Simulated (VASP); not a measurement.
# In2SiH2 (P4/mmm) in VASP: further runs

Runs on In2SiH2. Level: PBE. Tasks: single point, relaxation of cell and atoms.

Program: VASP 6.6.1. These are calculated values, not measurements. Logs are shortened: lines on timing, memory, paths and dates and some standing lists are left out, and cuts for length are marked.

## (1) The cell of the first run

It takes space group P4/mmm (No. 123, tetragonal). The conventional cell has a = 4.113 Å, b = 4.113 Å, c = 5.251 Å, α = 90.00°, β = 90.00°, γ = 90.00°. Within 4.2 Å of In (site symmetry 4/mmm) lie 8 In at 2.91 to 4.11 Å and 8 H at 3.34 Å and 8 Si at 3.92 Å. Within 3.5 Å of In (site symmetry 4/mmm) lie 2 Si at 2.63 Å and 4 In at 2.91 Å and 8 H at 3.34 Å. Si (site symmetry 4/mmm) has 4 H at 2.06 Å and 2 In at 2.63 Å within 2.7 Å. H (site symmetry mmm) has 2 Si at 2.06 Å within 2.7 Å.

The cell was generated, and may not be a known phase.

## (2) Single point, PBE

The input, INCAR:

```
ALGO = Normal
EDIFF = 1E-6
ENCUT = 520
GGA = PE
ISIF = 2
ISMEAR = 0
LASPH = True
LCHARG = False
LREAL = False
LWAVE = False
NBANDS = 24
NELM = 60
PREC = Accurate
SIGMA = 0.15
```

The input, KPOINTS:

```
k-points
0
Gamma
  3 3 3
```

The input, POSCAR:

```
In2SiH2
1.0
    4.1126842126      0.0000000000      0.0000000000
    0.0000000000      4.1126842126      0.0000000000
    0.0000000000      0.0000000000      5.2512189706
In Si H
2 1 2
Direct
    0.0000000000      0.0000000000      0.0000000000
    0.5000000000      0.5000000000      0.0000000000
    0.5000000000      0.5000000000      0.5000000000
    0.0000000000      0.5000000000      0.5000000000
    0.5000000000      0.0000000000      0.5000000000
```

Potentials or basis: VASP PAW PBE potentials, release 64 (In_d, Si, H).

Launch:

```bash
$ cat potpaw_PBE.64/In_d/POTCAR potpaw_PBE.64/Si/POTCAR potpaw_PBE.64/H/POTCAR > POTCAR
$ mpirun -np 1 vasp_std > vasp.out
```

OUTCAR:

```text
EDIFF = 1E-6
   ENCUT = 520
   GGA = PE
   ISIF = 2
   ISMEAR = 0
   LASPH = True
   LREAL = False
   NELM = 60
   PREC = Accurate

 ion  position               nearest neighbor table
   1  0.000  0.000  0.000-   2 2.91   2 2.91   2 2.91   2 2.91
   2  0.500  0.500  0.000-   3 2.63   3 2.63   1 2.91   1 2.91   1 2.91   1 2.91
   3  0.500  0.500  0.500-   2 2.63   2 2.63
   4  0.000  0.500  0.500-
   5  0.500  0.000  0.500-

  LATTYP: Found a simple tetragonal cell.
 ALAT       =     4.1126842126
 C/A-ratio  =     1.2768349572

  Lattice vectors:

 A1 = (   4.1126842126,   0.0000000000,   0.0000000000)
 A2 = (   0.0000000000,   4.1126842126,   0.0000000000)
 A3 = (   0.0000000000,   0.0000000000,   5.2512189706)

Analysis of symmetry for initial positions (statically):
=====================================================================
 Subroutine PRICEL returns:
 Original cell was already a primitive cell.

 Routine SETGRP: Setting up the symmetry group for a
 simple tetragonal supercell.

 Subroutine GETGRP returns: Found 16 space group operations
 (whereof 16 operations were pure point group operations)
 out of a pool of 16 trial point group operations.

The static configuration has the point symmetry D_4h.

Analysis of symmetry for dynamics (positions and initial velocities):
=====================================================================
 Subroutine PRICEL returns:
 Original cell was already a primitive cell.

 Routine SETGRP: Setting up the symmetry group for a
 simple tetragonal supercell.

 Subroutine GETGRP returns: Found 16 space group operations
 (whereof 16 operations were pure point group operations)
 out of a pool of 16 trial point group operations.

The dynamic configuration has the point symmetry D_4h.

 Subroutine INISYM returns: Found 16 space group operations
 (whereof 16 operations are pure point group operations),
 and found     1 'primitive' translations

----------------------------------------------------------------------------------------

                                     Primitive cell

  volume of cell :      88.8200

  direct lattice vectors                    reciprocal lattice vectors
     4.112684213  0.000000000  0.000000000     0.243150203  0.000000000  0.000000000
     0.000000000  4.112684213  0.000000000     0.000000000  0.243150203  0.000000000
     0.000000000  0.000000000  5.251218971     0.000000000  0.000000000  0.190431975

  length of vectors
     4.112684213  4.112684213  5.251218971     0.243150203  0.243150203  0.190431975

  position of ions in fractional coordinates (direct lattice)
     0.000000000  0.000000000  0.000000000
     0.500000000  0.500000000  0.000000000
     0.500000000  0.500000000  0.500000000
     0.000000000  0.500000000  0.500000000
     0.500000000  0.000000000  0.500000000

  ion indices of the primitive-cell ions
   primitive index   ion index
                 1           1
                 2           2
                 3           3
                 4           4
                 5           5

----------------------------------------------------------------------------------------

 KPOINTS: k-points

Automatic generation of k-mesh.
 Grid dimensions read from file:
 generate k-points for:    3    3    3

 Generating k-lattice:

  Cartesian coordinates                     Fractional coordinates (reciprocal lattice)
     0.081050068  0.000000000  0.000000000     0.333333333  0.000000000  0.000000000
     0.000000000  0.081050068  0.000000000     0.000000000  0.333333333  0.000000000
     0.000000000  0.000000000  0.063477325     0.000000000  0.000000000  0.333333333

  Length of vectors
     0.081050068  0.081050068  0.063477325

  Shift w.r.t. Gamma in fractional coordinates (k-lattice)
     0.000000000  0.000000000  0.000000000

 Subroutine IBZKPT returns following result:
 ===========================================

 Found      6 irreducible k-points:

 Following reciprocal coordinates:
            Coordinates               Weight
  0.000000  0.000000  0.000000      1.000000
  0.333333  0.000000  0.000000      4.000000
  0.333333  0.333333  0.000000      4.000000
  0.000000  0.000000  0.333333      2.000000
  0.333333  0.000000  0.333333      8.000000
  0.333333  0.333333  0.333333      8.000000
   k-points           NKPTS =      6   k-points in BZ     NKDIM =      6   number of bands    NBANDS=     24
   number of dos      NEDOS =    301   number of ions     NIONS =      5
   total plane-waves  NPLWV =  40960
   dimension x,y,z NGX =    32 NGY =   32 NGZ =   40
   dimension x,y,z NGXF=    64 NGYF=   64 NGZF=   80
   ions per type =               2   1   2
   NGX,Y,Z   is equivalent  to a cutoff of  12.94, 12.94, 12.66 a.u.
   NGXF,Y,Z  is equivalent  to a cutoff of  25.87, 25.87, 25.33 a.u.
 SYSTEM =  unknown system
   PREC   = accura    normal or accurate (medium, high low for compatibility)
   ISTART =      0    job   : 0-new  1-cont  2-samecut
   ICHARG =      2    charge: 1-file 2-atom 10-const
   ISPIN  =      1    spin polarized calculation?
   LNONCOLLINEAR =      F non collinear calculations
   LSORBIT =      F    spin-orbit coupling
   LASPH  =      T    aspherical Exc in radial PAW
   ENCUT  =  520.0 eV  38.22 Ry    6.18 a.u.   7.65  7.65  9.76*2*pi/ulx,y,z
   NELM   =     60;   NELMIN=  2; NELMDL= -5     # of ELM steps
   EDIFF  = 0.1E-05   stopping-criterion for ELM
   LREAL  =      F    real-space projection
   EDIFFG = 0.1E-04   stopping-criterion for IOM
   NSW    =      0    number of steps for IOM
   IBRION =     -1    ionic relax: 0-MD 1-quasi-New 2-CG
   NFREE  =      0    steps in history (QN), initial steepest desc. (CG)
   ISIF   =      2    stress and relaxation
   ISYM   =      2    0-nonsym 1-usesym 2-fastsym
   POTIM  = 0.5000    time-step for ionic-motion
   TEBEG  =    0.0;   TEEND  =   0.0 temperature during run
   PSTRESS=    0.0 pullay stress
   NELECT =      32.0000    total number of electrons
   NUPDOWN=      -1.0000    fix difference up-down
   EMIN   =  10.00;   EMAX   =-10.00  energy-range for DOS
   EFERMI =   0.00;   METHOD = LEGACY
   ISMEAR =     0;   SIGMA  =   0.15  broadening in eV -4-tet -1-fermi 0-gaus
   EFERMI_NEDOS =   21; number of points for ismear=-14 and -15
   IALGO  =     38    algorithm
   IMIX   =      4    mixing-type and parameters
     AMIX     =   0.40;   BMIX     =  1.00
     AMIX_MAG =   1.60;   BMIX_MAG =  1.00
  volume/ion in A,a.u.               =      17.76       119.88
  Fermi-wavevector in a.u.,A,eV,Ry     =   1.164898  2.201338 18.462931  1.356987
  Thomas-Fermi vector in A             =   2.301430
   LORBIT       =      0    0 simple, 1 ext, 2 COOP (PROOUT), +10 PAW based schemes
   GGA     = PE    functional components
   LHFCALC =     F    Hartree Fock is set to
   AEXX    =    0.0000 exact exchange contribution
   IVDW    =     0    specifies the selected vdW correction
   LEPSILON=     F    determine dielectric tensor
   LRPA    =     F    only Hartree local field effects (RPA)
 non-spin polarized calculation
 Gauss-broadening in eV      SIGMA  =   0.15
  energy-cutoff  :      520.00
  volume of cell :       88.82
 maximum number of plane-waves:      2404
 NGX is ok and might be reduce to    30
   NGX = 15   NGY = 15   NGZ = 19

 number of electron      31.9999985 magnetization

 Free energy of the ion-electron system (eV)
  ---------------------------------------------------
  ext. energy  EPLUGINS =         0.00000000
  ---------------------------------------------------
  free energy    TOTEN  =       -14.29434786 eV

  energy without entropy =      -14.25216278  energy(sigma->0) =      -14.27325532

 E-fermi :   5.5285     XC(G=0):  -9.4378

 val. band max:        5.4231504752   @ k =   0.3333   0.0000   0.0000
 cond. band min:       5.5665377681   @ k =   0.3333   0.0000   0.0000
 fundamental gap:      0.1433872929
 Fermi energy:         5.5285169655

 k-point     1 :       0.0000    0.0000    0.0000
  band No.  band energies     occupation
      1     -10.0607      2.00000
      2      -9.7977      2.00000
      3      -9.7847      2.00000
      4      -9.5775      2.00000
      5      -9.5775      2.00000
      6      -9.2944      2.00000
[... 16 lines left out ...]
     23      13.0585      0.00000
     24      13.0585      0.00000

 k-point     2 :       0.3333    0.0000    0.0000
  band No.  band energies     occupation
      1      -9.7864      2.00000
      2      -9.6582      2.00000
      3      -9.5891      2.00000
      4      -9.5390      2.00000
      5      -9.5220      2.00000
      6      -9.3935      2.00000
[... 16 lines left out ...]
     23      12.4267      0.00000
     24      12.7830      0.00000

 k-point     3 :       0.3333    0.3333    0.0000
  band No.  band energies     occupation
      1      -9.8674      2.00000
      2      -9.6545      2.00000
      3      -9.6191      2.00000
      4      -9.5601      2.00000
      5      -9.4724      2.00000
      6      -9.3605      2.00000
[... 16 lines left out ...]
     23      11.7798      0.00000
     24      11.8986      0.00000

 k-point     4 :       0.0000    0.0000    0.3333
  band No.  band energies     occupation
      1     -10.0606      2.00000
      2      -9.7861      2.00000
      3      -9.7841      2.00000
      4      -9.5792      2.00000
      5      -9.5792      2.00000
      6      -9.2744      2.00000
[... 16 lines left out ...]
     23      13.8313      0.00000
     24      13.9882      0.00000

 k-point     5 :       0.3333    0.0000    0.3333
  band No.  band energies     occupation
      1      -9.7863      2.00000
      2      -9.6483      2.00000
      3      -9.5881      2.00000
      4      -9.5420      2.00000
      5      -9.5230      2.00000
      6      -9.3722      2.00000
[... 16 lines left out ...]
     23      11.8815      0.00000
     24      12.4310      0.00000

 k-point     6 :       0.3333    0.3333    0.3333
  band No.  band energies     occupation
      1      -9.8650      2.00000
      2      -9.6508      2.00000
      3      -9.6229      2.00000
      4      -9.5639      2.00000
      5      -9.4722      2.00000
      6      -9.3422      2.00000
[... 16 lines left out ...]
     23      12.3662      0.00000
     24      13.1204      0.00000

------------------------ aborting loop because EDIFF is reached ----------------------------------------

  FORCE on cell =-STRESS in cart. coord.  units (eV):
  Direction    XX          YY          ZZ          XY          YZ          ZX
  --------------------------------------------------------------------------------------
  -------------------------------------------------------------------------------------
  Total       -0.1015622     -0.1015622      0.2297491      0.0000000      0.0000000     -0.0000000
  in kB       -1.8320266     -1.8320266      4.1443219      0.0000000      0.0000000     -0.0000000
  external PRESSURE =       0.1600896 kB  Pullay stress =       0.0000000 kB

 VOLUME and BASIS-vectors are now :
 -----------------------------------------------------------------------------
  energy-cutoff  :      520.00
  volume of cell :       88.82
      direct lattice vectors                 reciprocal lattice vectors
     4.112684213  0.000000000  0.000000000     0.243150203  0.000000000  0.000000000
     0.000000000  4.112684213  0.000000000     0.000000000  0.243150203  0.000000000
     0.000000000  0.000000000  5.251218971     0.000000000  0.000000000  0.190431975

 POSITION                                       TOTAL-FORCE (eV/Angst)
 -----------------------------------------------------------------------------------
      0.00000      0.00000      0.00000         0.000000      0.000000      0.000000
      2.05634      2.05634      0.00000         0.000000      0.000000      0.000000
      2.05634      2.05634      2.62561         0.000000      0.000000      0.000000
      0.00000      2.05634      2.62561         0.000000      0.000000      0.000000
      2.05634      0.00000      2.62561         0.000000      0.000000      0.000000
 -----------------------------------------------------------------------------------
    total drift:                                0.000000     -0.000000     -0.000000

  FREE ENERGIE OF THE ION-ELECTRON SYSTEM (eV)
  ---------------------------------------------------
  free  energy   TOTEN  =       -14.2943478621 eV

  energy  without entropy=      -14.2521627778  energy(sigma->0) =      -14.27325532
```

It took 20 s on 1 thread of AMD EPYC 7R13 (Zen 3), shared host; peak memory 0.16 GiB.

Results:

```yaml
Free_energy: -14.2943 eV
Pressure: 0.0 GPa
Band_gap_on_the_k_mesh: zero (bands 16 and 17 overlap by 1.49 eV)
```

Caveat: the k points lie up to 0.51 Å⁻¹ apart, too coarse for converged energies and pressures of a metal; spin-orbit coupling is left out, which moves the levels of the heavy elements.

## (3) Relaxation of cell and atoms, PBE

This run uses another cell than the first one, of 19.82 Å³/atom.

The input, INCAR:

```
SYSTEM = In2SiH2
ALGO = Normal ; EDIFF = 1E-6
EDIFFG = -0.08 ; ENCUT = 600
GGA = PE ; IBRION = 2
ISIF = 3 ; ISMEAR = 0
LASPH = .TRUE. ; LCHARG = .FALSE.
LREAL = .FALSE. ; LWAVE = .FALSE.
NELM = 100 ; NSW = 36
PREC = Accurate ; SIGMA = 0.15
```

The input, KPOINTS:

```
k-points
0
G
  3 3 3
  0 0 0
```

Edit POSCAR of step 2 so:

```diff
@@ -2,5 +2,5 @@
 1.0
-    4.1126842126      0.0000000000      0.0000000000
-    0.0000000000      4.1126842126      0.0000000000
-    0.0000000000      0.0000000000      5.2512189706
+    4.6770590500      0.0000000000      0.0000000000
+    0.0000000000      4.6770590500      0.0000000000
+    0.0000000000      0.0000000000      4.5305628000
 In Si H
```

Potentials or basis: VASP PAW PBE potentials, release 64 (In_d, Si, H).

Launch:

```bash
$ cat potpaw_PBE.64/In_d/POTCAR potpaw_PBE.64/Si/POTCAR potpaw_PBE.64/H/POTCAR > POTCAR
$ mpirun -np 1 vasp_std > vasp.out
```

Wall time 90 s (1 thread of AMD EPYC 7R13 (Zen 3), shared host); peak memory 0.2 GiB.

It converged, with:

```
Free energy                           : -14.2919 eV
Relaxed volume                        : 17.85 Å³/atom
Relaxed cell                          : a = 4.078 Å, b = 4.078 Å, c = 5.366 Å, α = 90.00°, β = 90.00°, γ = 90.00°
Space group after relaxing (to 0.1 Å) : P4/mmm (No. 123)
Energy gained by relaxing             : 295.6 meV/atom
Ionic steps                           : 7
Pressure after relaxing               : -0.1 GPa
Band gap on the k mesh                : zero (bands 16 and 17 overlap by 1.58 eV)
```

Stress tensor (GPa, compression positive):
```
 0.06  0.00  0.00
 0.00  0.06  0.00
 0.00  0.00 -0.44
```

The path:
```
step  energy change (eV)  largest force (eV/Å)  pressure (GPa)  volume (Å³)
   1              0.0000                0.0000            2.57        99.11
   2             -1.1293                0.0000           -3.72       102.64
   3             -1.1731                0.0000           -4.28       102.99
   4             -1.2171                0.0000           -4.77       103.56
   5             -1.4377                0.0000           -2.34        94.44
   6             -1.4772                0.0000           -0.45        89.94
   7             -1.4779                0.0000           -0.11        89.25
```

Final structure:
```xyz
5
Lattice="4.0781 0.0000 0.0000 0.0000 4.0781 0.0000 0.0000 0.0000 5.3665" Properties=species:S:1:pos:R:3 pbc="T T T"
In    0.0000    0.0000    0.0000
In    2.0391    2.0391    0.0000
Si    2.0391    2.0391    2.6832
H     0.0000    2.0391    2.6832
H     2.0391    0.0000    2.6832
```

Levels at points of the mesh, in eV from the Fermi level:
```
           k point  band 12  band 13  band 14  band 15  band 16  band 17  band 18  band 19  band 20
(0.00, 0.00, 0.00)    -6.34    -3.75    -1.94    -0.91    -0.91    -0.57     2.30     2.30     4.08
```

Caveat: the k points lie up to 0.51 Å⁻¹ apart in the final cell, too coarse for converged energies and pressures of a metal; a cell axis changed by over 15 % at a fixed basis, so the end point is rough; spin-orbit coupling is left out, which moves the levels of the heavy elements.

The gap in the log of VASP goes by the Fermi energy; the results here count the filled bands.